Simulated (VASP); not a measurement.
# Au (Im-3m) in VASP: further runs

The runs below take Au through single point, relaxation of cell and atoms, with PBEsol.

All numbers are computed with VASP 6.6.1; they aren't measurements. Logs are shortened: lines on timing, memory, paths and dates and some standing lists are left out, and cuts for length are marked.

### 1 The cell of the first run

Symmetry: Im-3m, No. 229, cubic system. The conventional cell has a = 3.147 Å, b = 3.147 Å, c = 3.147 Å, α = 90.00°, β = 90.00°, γ = 90.00°. Within 3.6 Å of Au (site symmetry m-3m) lie 14 Au at 2.73 to 3.15 Å.

### 2 Single point, PBEsol

Input file INCAR:

```
ALGO = Normal
EDIFF = 1E-6
ENCUT = 500
GGA = PS
GGA_COMPAT = False
ISIF = 2
ISMEAR = -1
LASPH = True
LCHARG = False
LREAL = False
LWAVE = False
NBANDS = 12
NELM = 120
PREC = Accurate
SIGMA = 0.1
```

Input file KPOINTS:

```
k-points
0
Gamma
  10 10 10
```

Input file POSCAR:

```
Au
1.0
    2.7251705733     -0.0000000151     -0.0000000261
   -0.9083901769      2.5693154614     -0.0000000261
   -0.9083901769     -1.2846576930      2.2250924817
Au
1
Direct
    0.0000000000      0.0000000000      0.0000000000
```

Potentials or basis: VASP PAW PBE potentials, release 64 (Au).

On the command line:

```bash
> cat potpaw_PBE.64/Au/POTCAR > POTCAR
> mpirun -np 1 vasp_std > vasp.out
```

OUTCAR:

```text
EDIFF = 1E-6
   ENCUT = 500
   GGA = PS
   ISIF = 2
   ISMEAR = -1
   LASPH = True
   LREAL = False
   NELM = 120
   PREC = Accurate

 ion  position               nearest neighbor table
   1  0.000  0.000  0.000-

  LATTYP: Found a body centered cubic cell.
 ALAT       =     3.1467559282

  Lattice vectors:

 A1 = (   2.7251705733,  -0.0000000151,  -0.0000000261)
 A2 = (  -0.9083901769,   2.5693154614,  -0.0000000261)
 A3 = (  -0.9083901769,  -1.2846576930,   2.2250924817)

Analysis of symmetry for initial positions (statically):
=====================================================================
 Subroutine PRICEL returns:
 Original cell was already a primitive cell.

 Routine SETGRP: Setting up the symmetry group for a
 body centered cubic supercell.

 Subroutine GETGRP returns: Found 48 space group operations
 (whereof 48 operations were pure point group operations)
 out of a pool of 48 trial point group operations.

The static configuration has the point symmetry O_h .

Analysis of symmetry for dynamics (positions and initial velocities):
=====================================================================
 Subroutine PRICEL returns:
 Original cell was already a primitive cell.

 Routine SETGRP: Setting up the symmetry group for a
 body centered cubic supercell.

 Subroutine GETGRP returns: Found 48 space group operations
 (whereof 48 operations were pure point group operations)
 out of a pool of 48 trial point group operations.

The dynamic configuration has the point symmetry O_h .

 Subroutine INISYM returns: Found 48 space group operations
 (whereof 48 operations are pure point group operations),
 and found     1 'primitive' translations

----------------------------------------------------------------------------------------

                                     Primitive cell

  volume of cell :      15.5797

  direct lattice vectors                    reciprocal lattice vectors
     2.725170573 -0.000000015 -0.000000026     0.366949510  0.129736244  0.224709758
    -0.908390177  2.569315461 -0.000000026     0.000000004  0.389208731  0.224709758
    -0.908390177 -1.284657693  2.225092482     0.000000004  0.000000006  0.449419527

  length of vectors
     2.725170573  2.725170573  2.725170573     0.449419527  0.449419527  0.449419527

[... 77 lines left out ...]
   NELM   =    120;   NELMIN=  2; NELMDL= -5     # of ELM steps
   EDIFF  = 0.1E-05   stopping-criterion for ELM
   LREAL  =      F    real-space projection
   EDIFFG = 0.1E-04   stopping-criterion for IOM
   NSW    =      0    number of steps for IOM
   IBRION =     -1    ionic relax: 0-MD 1-quasi-New 2-CG
   NFREE  =      0    steps in history (QN), initial steepest desc. (CG)
   ISIF   =      2    stress and relaxation
   ISYM   =      2    0-nonsym 1-usesym 2-fastsym
   POTIM  = 0.5000    time-step for ionic-motion
   TEBEG  =    0.0;   TEEND  =   0.0 temperature during run
   PSTRESS=    0.0 pullay stress
   NELECT =      11.0000    total number of electrons
   NUPDOWN=      -1.0000    fix difference up-down
   EMIN   =  10.00;   EMAX   =-10.00  energy-range for DOS
   EFERMI =   0.00;   METHOD = LEGACY
   ISMEAR =    -1;   SIGMA  =   0.10  broadening in eV -4-tet -1-fermi 0-gaus
   EFERMI_NEDOS =   21; number of points for ismear=-14 and -15
   IALGO  =     38    algorithm
   IMIX   =      4    mixing-type and parameters
     AMIX     =   0.40;   BMIX     =  1.00
     AMIX_MAG =   1.60;   BMIX_MAG =  1.00
  volume/ion in A,a.u.               =      15.58       105.14
  Fermi-wavevector in a.u.,A,eV,Ry     =   1.457760  2.754767 28.913250  2.125064
  Thomas-Fermi vector in A             =   2.574524
   LORBIT       =      0    0 simple, 1 ext, 2 COOP (PROOUT), +10 PAW based schemes
   GGA     = PS    functional components
   LHFCALC =     F    Hartree Fock is set to
   AEXX    =    0.0000 exact exchange contribution
   IVDW    =     0    specifies the selected vdW correction
   LEPSILON=     F    determine dielectric tensor
   LRPA    =     F    only Hartree local field effects (RPA)
 non-spin polarized calculation
  energy-cutoff  :      500.00
  volume of cell :       15.58
 maximum number of plane-waves:       410
   NGX =  9   NGY =  9   NGZ =  9

 number of electron      10.9999996 magnetization

 Free energy of the ion-electron system (eV)
  ---------------------------------------------------
  ext. energy  EPLUGINS =         0.00000000
  ---------------------------------------------------
  free energy    TOTEN  =        -3.81555700 eV

  energy without entropy =       -3.80413602  energy(sigma->0) =       -3.80984651

 E-fermi :  10.9860     XC(G=0): -13.4259

 val. band max:       10.9133632495   @ k =   0.4000   0.1000  -0.0000
 cond. band min:      11.1953693691   @ k =   0.3000   0.1000   0.1000
 fundamental gap:      0.2820061197
 Fermi energy:        10.9859587440

 k-point     1 :       0.0000    0.0000    0.0000
  band No.  band energies     occupation
      1      -0.0493      2.00000
      2       5.4476      2.00000
      3       5.4476      2.00000
      4       5.4476      2.00000
      5       7.7004      2.00000
      6       7.7004      2.00000
      7      27.3260      0.00000
      8      27.3260      0.00000
      9      27.3260      0.00000
     10      36.8704      0.00000
     11      36.8781      0.00000
     12      36.8859      0.00000
[... 331 lines left out ...]
 k-point    24 :      -0.3000    0.3000    0.1000
  band No.  band energies     occupation
      1       2.8247      2.00000
      2       4.8765      2.00000
      3       5.6952      2.00000
      4       6.9941      2.00000
      5       7.7373      2.00000
      6       8.2477      2.00000
      7      21.7272      0.00000
      8      25.4059      0.00000
      9      27.7733      0.00000
     10      31.6926      0.00000
     11      32.9615      0.00000
     12      33.3360      0.00000

 [... further k-points ...]
[... 5 lines left out ...]
  --------------------------------------------------------------------------------------
  -------------------------------------------------------------------------------------
  Total        1.9075841      1.9075841      1.9075841     -0.0000000      0.0000000     -0.0000000
  in kB      196.1711272    196.1711272    196.1711272     -0.0000000      0.0000000     -0.0000000
  external PRESSURE =     196.1711272 kB  Pullay stress =       0.0000000 kB

 VOLUME and BASIS-vectors are now :
 -----------------------------------------------------------------------------
  energy-cutoff  :      500.00
  volume of cell :       15.58
      direct lattice vectors                 reciprocal lattice vectors
     2.725170573 -0.000000015 -0.000000026     0.366949510  0.129736244  0.224709758
    -0.908390177  2.569315461 -0.000000026     0.000000004  0.389208731  0.224709758
    -0.908390177 -1.284657693  2.225092482     0.000000004  0.000000006  0.449419527

 POSITION                                       TOTAL-FORCE (eV/Angst)
 -----------------------------------------------------------------------------------
      0.00000      0.00000      0.00000         0.000000      0.000000      0.000000
 -----------------------------------------------------------------------------------
    total drift:                                0.000000      0.000000     -0.000000

  FREE ENERGIE OF THE ION-ELECTRON SYSTEM (eV)
  ---------------------------------------------------
  free  energy   TOTEN  =        -3.8155570030 eV

  energy  without entropy=       -3.8041360169  energy(sigma->0) =       -3.80984651
```

OSZICAR:

```text
N       E                     dE             d eps       ncg     rms          rms(c)
DAV:   1     0.504108450074E+02    0.50411E+02   -0.53764E+03  1136   0.785E+02
DAV:   2    -0.344584127633E+01   -0.53857E+02   -0.50988E+02  1340   0.193E+02
DAV:   3    -0.417236256963E+01   -0.72652E+00   -0.72574E+00  1344   0.212E+01
DAV:   4    -0.417450058975E+01   -0.21380E-02   -0.21379E-02  1304   0.132E+00
DAV:   5    -0.417451391699E+01   -0.13327E-04   -0.13328E-04  1348   0.979E-02    0.121E+01
DAV:   6    -0.385093474773E+01    0.32358E+00   -0.78314E-01  1256   0.724E+00    0.733E+00
DAV:   7    -0.381932398976E+01    0.31611E-01   -0.99459E-02  1312   0.255E+00    0.312E+00
DAV:   8    -0.381556710540E+01    0.37569E-02   -0.30537E-03  1248   0.525E-01    0.327E-01
DAV:   9    -0.381555395874E+01    0.13147E-04   -0.13507E-05  1260   0.331E-02    0.113E-02
DAV:  10    -0.381555692283E+01   -0.29641E-05   -0.11429E-06  1268   0.766E-03    0.178E-03
DAV:  11    -0.381555700297E+01   -0.80142E-07   -0.37275E-08   676   0.162E-03
   1 F= -.38155570E+01 E0= -.38098465E+01  d E =-.114210E-01
```

It took 5 s on 1 thread of Intel Xeon 6975P-C, shared host; peak memory 0.13 GiB.

Results:

| Item | Value |
| --- | --- |
| Free energy | -3.8156 eV |
| Pressure | 19.6 GPa |

Levels at points of the mesh, in eV from the Fermi level:
```
           k point  band 2  band 3  band 4  band 5  band 6  band 7  band 8  band 9  band 10  band 11
(0.00, 0.00, 0.00)   -5.54   -5.54   -5.54   -3.29   -3.29   16.34   16.34   16.34    25.88    25.89
(0.50, 0.00, 0.00)   -6.82   -3.45   -3.02   -1.45   -1.23    4.00   12.23   14.41    23.12    23.29
(0.50, 0.50, 0.50)   -7.86   -1.91   -1.91   -1.91    6.21    6.21    6.21   10.71    16.94    16.94
```

Caveat: the PAW data sets were made with another functional, which shifts forces and pressure a little; spin-orbit coupling is left out, which moves the levels of the heavy elements.

(Continued in part 2 of 2.)
